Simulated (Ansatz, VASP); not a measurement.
BiTe: VASP beside Ansatz

```
Bi Te
1.0
     0.00000    3.27757    3.27757
     3.27757    0.00000    3.27757
     3.27757    3.27757    0.00000
Bi Te
1 1
Cartesian
  0.0000 0.0000 0.0000
  3.2776 3.2776 3.2776
```

Change from the starting cell: volume scaled by 1.04.

Alike in both runs: task single point; functional PBE exchange alone; k mesh 5 × 5 × 5; occupations fermi-dirac, width 0.05 eV; non-collinear spin, spin-orbit coupling.

```csv
,VASP,Ansatz
version,VASP 6.6.1,Ansatz 0.2.0
potentials or method,"VASP PAW PBE potentials, release 64 (Bi_d, Te), cutoff 520 eV","all-electron LAPW, relativistic spinors"
```

Ansatz gave:

* pressure (GPa): 8.8
* net moment per atom (μB): 0.00

Question: Estimate VASP's values.

Answer: Pressure (GPa): 8.7; net moment per atom (μB): 0.00.

VASP's potentials were made for PBE, not for PBE exchange alone. Ansatz ran all-electron here, and VASP with PAW potentials.

Noted on Ansatz's run: the k mesh is thin for a metal, which can move the energy by tens of meV per atom.
